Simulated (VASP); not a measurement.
The system is Hf2Pd2Se2Br2O3.

```
CELL_PARAMETERS angstrom
7.58666 -1.70971 -1.17576
7.58666 1.70971 -1.17576
-2.02446 0.00000 13.05155
ATOMIC_POSITIONS crystal
Hf 0.94514 0.94514 0.06144
Hf 0.60628 0.60628 0.28309
Pd 0.17920 0.17920 0.50964
Pd 0.32286 0.32286 0.74307
Se 0.92232 0.92232 0.84566
Se 0.78991 0.78991 0.58800
Br 0.58645 0.58645 0.04520
Br 0.24604 0.24604 0.28651
O 0.59701 0.59701 0.42127
O 0.38554 0.38554 0.07302
O 0.03094 0.03094 0.22169
```

Base run:

```yaml
Program: VASP 6.6.1
Functional: PBEsol
Potentials_or_basis: VASP PAW PBE potentials, release 64 (Hf_pv, Pd, Se, Br, O)
Cutoff: 520 eV
k_mesh: 6 × 6 × 2
Occupations: fermi-dirac, width 0.05 eV
Spin: no spin polarisation
```

Its results: band gap on the k mesh 0.63 eV (least direct gap 0.64 eV); pressure -2.8 GPa; largest force 0.478 eV/Å.

Q: The run is repeated on the same cell with these changes: functional from PBEsol to PBE-based screened hybrid with 25 % exact exchange; k mesh from 6 × 6 × 2 to 4 × 4 × 1. What comes out?

A: Band gap on the k mesh 1.59 eV (least direct gap 1.61 eV); pressure -2.1 GPa; largest force 0.806 eV/Å.

Several settings changed at once.

Caveats: some runs use coarse meshes; the PAW data sets were made with another functional, which shifts forces and pressure a little; spin-orbit coupling is left out, which moves the levels of the heavy elements; an odd mesh through Γ misses points on the zone boundary, where band edges can lie (at least some runs).
